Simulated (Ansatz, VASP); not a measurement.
**Ta2N in VASP and in Ansatz**

```
Ta N
1.0
     3.23255    0.00000    0.00000
    -1.61627    2.79947    0.00000
     0.00000    0.00000    4.94384
Ta N
2 1
Direct
  0.66667 0.33333 0.74626
  0.33333 0.66667 0.25374
  0.00000 0.00000 0.00000
```

Change from the starting cell: strain +0.050 along x and y, +0.025 along z, atoms carried along.

Alike in both runs: task single point; functional PBEsol; k mesh 18 × 18 × 10; occupations gaussian, width 0.15 eV; no spin polarisation.

```csv
,VASP,Ansatz
version,VASP 6.6.1,Ansatz 0.2.0
potentials or method,"VASP PAW PBE potentials, release 64 (Ta_pv, N), cutoff 520 eV","scalar-relativistic, plane waves, PAW"
valence electrons in the cell,27,31
```

|  | VASP | Ansatz | Ansatz less VASP |
| --- | --- | --- | --- |
| gap on the k mesh at the Fermi level (eV) | none | none | - |
| pressure (GPa) | -27.9 | -28.2 | -0.28 |
| traceless stress, the component that is largest in VASP (GPa) | 2.37 | 2.43 | +0.060 |
| rms of the force components (eV/Å) | 0.346 | 0.364 | +0.0176 |

VASP's potentials were made for PBE, not for PBEsol. Atom by atom the forces differ by 0.018 eV/Å (rms over components). A gap of «none» marks a metal or a gap that the smearing closes. The functional is the same, so the differences come from potentials, cutoffs and numerics. VASP's potentials hold 27 valence electrons a cell and Ansatz's 31, so a difference there can come from the potentials and not from the codes.

Neither program's run includes spin-orbit coupling.
